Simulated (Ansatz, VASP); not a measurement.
**Two plane-wave programs on MgO**

```
Mg O
1.0
     3.30347    0.00000    0.00000
    -1.65173    2.86089    0.00000
     0.00000    0.00000    5.01939
Mg O
2 2
Direct
  0.32244 0.66667 0.00366
  0.67756 0.33333 0.50366
  0.34344 0.66667 0.40094
  0.65656 0.33333 0.90094
```

Change from the starting cell: mode 4 frozen in at -0.036 Å and mode 5 at -0.000 Å (largest displacements).

Alike in both runs: task single point; functional PBEsol; k mesh 9 × 9 × 6; occupations gaussian, width 0.05 eV; no spin polarisation.

```csv
,VASP,Ansatz
version,VASP 6.6.1,Ansatz 0.2.0
potentials or method,"VASP PAW PBE potentials, release 64 (Mg, O), cutoff 520 eV","scalar-relativistic, plane waves, PAW"
valence electrons in the cell,16,32
```

|  | VASP | Ansatz | Ansatz less VASP |
| --- | --- | --- | --- |
| gap on the k mesh at the Fermi level (eV) | 3.35 | 3.35 | +0.005 |
| least direct gap on the mesh (eV) | 3.35 | 3.35 | +0.005 |
| pressure (GPa) | -0.3 | 0.0 | +0.31 |
| traceless stress, the component that is largest in VASP (GPa) | -0.07 | -0.05 | +0.015 |
| rms of the force components (eV/Å) | 0.057 | 0.056 | -0.0007 |

VASP's potentials were made for PBE, not for PBEsol, and Ansatz warns of the same on its side. Atom by atom the forces differ by 0.001 eV/Å (rms over components). The functional is the same, so the differences come from potentials, cutoffs and numerics. VASP's potentials hold 16 valence electrons a cell and Ansatz's 32, so a difference there can come from the potentials and not from the codes.
